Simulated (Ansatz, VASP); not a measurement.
## TaN in VASP and in Ansatz

```
Ta N
1.0
     3.15036    0.00000    0.00000
    -1.57518    2.72829    0.00000
     0.00000    0.00000    6.10468
Ta N
2 2
Direct
  0.33333 0.66667 0.02569
  0.66667 0.33333 0.52569
  0.33333 0.66667 0.34931
  0.66667 0.33333 0.84931
```

Alike in both runs: functional PBE; k mesh 6 × 6 × 4; occupations gaussian, width 0.1 eV; no spin polarisation.

Ansatz relaxed the structure, and its values are those at the end. VASP's run is a single point on that final structure, the one shown.

|  | VASP | Ansatz |
| --- | --- | --- |
| version | VASP 6.6.1 | Ansatz 0.2.0 |
| potentials or method | VASP PAW PBE potentials, release 64 (Ta_pv, N), cutoff 520 eV | scalar-relativistic, plane waves, PAW |
| valence electrons in the cell | 32 | 36 |

Ansatz gave:

| Quantity | Value |
| --- | --- |
| gap on the k mesh at the Fermi level (eV) | none |
| pressure (GPa) | 0.1 |
| rms of the force components (eV/Å) | 0.010 |

Which values does VASP return?

gap on the k mesh at the Fermi level (eV): none; pressure (GPa): 0.6; rms of the force components (eV/Å): 0.022.

A gap of «none» marks a metal or a gap that the smearing closes. The functional is the same, so the differences come from potentials, cutoffs and numerics. VASP's potentials hold 32 valence electrons a cell and Ansatz's 36, so a difference there can come from the potentials and not from the codes.

The k mesh is coarse, so the values compare programs but aren't converged. Neither program's run includes spin-orbit coupling.
